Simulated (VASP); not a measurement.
Input of a VASP 6.6.1 run:

Contents of INCAR:

```
SYSTEM = Si
ALGO = Normal
EDIFF = 1E-6
EDIFFG = -0.03
ENCUT = 600
GGA = PE
IBRION = 2
ISIF = 3
ISMEAR = -1
IVDW = 12
LASPH = .True.
LCHARG = .False.
LREAL = .False.
LWAVE = .False.
NELM = 100
NSW = 80
PREC = Accurate
SIGMA = 0.1
```

Contents of KPOINTS:

```
k-points
0
Gamma
  14 14 7
  0 0 0
```

POSCAR

```
Si
1.0
    2.4440000000      0.0000000000      0.0000000000
   -1.2220000000      2.1165660868      0.0000000000
    0.0000000000      0.0000000000      4.1520000000
Si
2
Direct
    0.3333333333      0.6666666667      0.2500000000
    0.6666666667      0.3333333333      0.7500000000
```

Potentials or basis: VASP PAW PBE potentials, release 64 (Si).

Command:

```bash
$ cat potpaw_PBE.64/Si/POTCAR > POTCAR
$ mpirun -np 1 vasp_std > vasp.out
```

(1) Predict the space group after relaxing (to 0.1 Å).

(2) Predict the relaxed volume.

(3) What does it give for the relaxed cell?

(4) What does it give for the dispersion energy per atom?

Results:

(1) P6_3/mmc (No. 194).

(2) 13.57 Å³/atom.

(3) a = 2.613 Å, b = 2.613 Å, c = 4.589 Å, α = 90.00°, β = 90.00°, γ = 120.00°.

(4) -0.458 eV.

Caveat: the volume moved by over 15 % at a fixed basis, so the end points are rough.
